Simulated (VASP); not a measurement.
A run of VASP 6.6.1 is set up as follows.

File INCAR:

```
SYSTEM = GaSb3
ALGO = Normal
EDIFF = 1E-7
ENCUT = 520
GGA = PE
ISIF = 2
ISMEAR = 0
IVDW = 12
LASPH = .True.
LCHARG = .False.
LREAL = .False.
LWAVE = .False.
NBANDS = 22
NELM = 100
PREC = Accurate
SIGMA = 0.15
```

KPOINTS

```
k-points
0
Gamma
  10 10 10
  0 0 0
```

The input POSCAR:

```
GaSb3
1.0
    0.0000000000      3.6481278280      3.6481278280
    3.6481278280      0.0000000000      3.6481278280
    3.6481278280      3.6481278280      0.0000000000
Ga Sb
1 3
Direct
    0.0186396977     -0.0186396977     -0.0186396977
    0.2602609861      0.2397390139      0.2397390139
    0.7232557038      0.7767442962      0.7767442962
    0.5058097257      0.4941902743      0.4941902743
```

Potentials or basis: VASP PAW PBE potentials, release 64 (Ga_d, Sb).

The run is started by

```sh
$ cat potpaw_PBE.64/Ga_d/POTCAR potpaw_PBE.64/Sb/POTCAR > POTCAR
$ mpirun -np 1 vasp_std > vasp.out
```

Task: Predict the largest force.

Result: 0.687 eV/Å.

Task: Predict the dispersion energy per atom.

Result: -0.479 eV.

Task: Estimate the pressure.

Result: 0.9 GPa.

Forces on the atoms (eV/Å):
```
Ga   0.244  0.000  0.000
Sb   0.289  0.000  0.000
Sb  -0.687  0.000  0.000
Sb   0.154  0.000  0.000
```

Caveat: the cell differs from its parent crystal (atoms displaced along a vibrational mode).
